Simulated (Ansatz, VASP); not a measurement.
## AlHCl4: VASP beside Ansatz

```
Al H Cl
1.0
     4.75671    0.00000    0.00000
     0.00000    4.75671    0.00000
     0.00000    0.00000    7.81605
Al H Cl
1 1 4
Direct
  0.00000 0.00000 0.00000
  0.50000 0.50000 0.50000
  0.50000 0.00000 0.00000
  0.00000 0.50000 0.00000
  0.00000 0.00000 0.28328
  0.00000 0.00000 0.71672
```

Change from the starting cell: species swapped into the AlTlF4 type (P4/mmm, No. 123).

Alike in both runs: functional PBE; k mesh 8 × 8 × 6; occupations gaussian, width 0.1 eV; no spin polarisation.

Ansatz relaxed the structure, and its values are those at the end. VASP's run is a single point on that final structure, the one shown.

|  | VASP | Ansatz |
| --- | --- | --- |
| version | VASP 6.6.1 | Ansatz 0.2.0 |
| potentials or method | VASP PAW PBE potentials, release 64 (Al, H, Cl), cutoff 520 eV | scalar-relativistic, plane waves, PAW |
| valence electrons in the cell | 32 | 32 |

Ansatz gave:

- gap on the k mesh at the Fermi level (eV): none
- pressure (GPa): 0.0
- rms of the force components (eV/Å): 0.003

What did VASP give for the same quantities?

gap on the k mesh at the Fermi level (eV): none; pressure (GPa): -0.1; rms of the force components (eV/Å): 0.010.

A gap of «none» marks a metal or a gap that the smearing closes.
